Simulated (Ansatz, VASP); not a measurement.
**One calculation of AlNi, two programs**

```
Al Ni
1.0
     1.92017   -1.92012    0.00000
     1.92017    1.92012    0.00000
     0.00000    0.00000    3.09840
Al Ni
1 1
Direct
  0.00000 0.00000 0.00000
  0.50000 0.50000 0.50000
```

Alike in both runs: task single point; functional PBEsol; k mesh 16 × 16 × 16; occupations gaussian, width 0.15 eV; no spin polarisation.

```csv
,VASP,Ansatz
version,VASP 6.6.1,Ansatz 0.2.0
potentials or method,"VASP PAW PBE potentials, release 64 (Al, Ni), cutoff 520 eV","scalar-relativistic, plane waves, PAW"
valence electrons in the cell,13,21
```

|  | VASP | Ansatz | Ansatz less VASP |
| --- | --- | --- | --- |
| gap on the k mesh at the Fermi level (eV) | none | none | - |
| pressure (GPa) | 5.4 | 5.4 | -0.01 |
| traceless stress, the component that is largest in VASP (GPa) | -4.96 | -4.80 | +0.152 |

VASP's potentials were made for PBE, not for PBEsol, and Ansatz warns of the same on its side. A gap of «none» marks a metal or a gap that the smearing closes. VASP's potentials hold 13 valence electrons a cell and Ansatz's 21, so a difference there can come from the potentials and not from the codes. Ansatz's warnings: near symmetry operations not taken.
